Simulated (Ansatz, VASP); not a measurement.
**WS2 in VASP and in Ansatz**

```xyz
6
Lattice="3.1816 0.0000 0.0000 -1.5908 2.7554 0.0000 0.0000 0.0000 12.5447" Properties=species:S:1:pos:R:3 pbc="T T T"
W     0.0000    1.8369    3.1362
W     1.5908    0.9185    9.4085
S     0.0000    1.8369    7.8519
S     1.5908    0.9185    1.5796
S     0.0000    1.8369   10.9651
S     1.5908    0.9185    4.6928
```

Change from the starting cell: strain along c alone, the other axes held, atoms relaxed: -4.0 %.

Alike in both runs: functional r2SCAN; k mesh 12 × 12 × 2; occupations gaussian, width 0.02 eV; no spin polarisation.

Ansatz relaxed the structure, and its values are those at the end. VASP's run is a single point on that final structure, the one shown.

|  | VASP | Ansatz |
| --- | --- | --- |
| version | VASP 6.6.1 | Ansatz 0.2.0 |
| potentials or method | VASP PAW PBE potentials, release 64 (W_sv, S), cutoff 520 eV | scalar-relativistic, plane waves, PAW |
| valence electrons in the cell | 52 | 52 |

```csv
,VASP,Ansatz,Ansatz less VASP
gap on the k mesh at the Fermi level (eV),1.19,1.17,-0.012
least direct gap on the mesh (eV),1.85,1.85,-0.003
pressure (GPa),0.8,0.6,-0.18
rms of the force components (eV/Å),0.013,0.003,-0.0104
```

VASP's potentials were made for PBE, not for r2SCAN. Ansatz's warnings: stress scf threshold loose.

Neither program's run includes spin-orbit coupling.
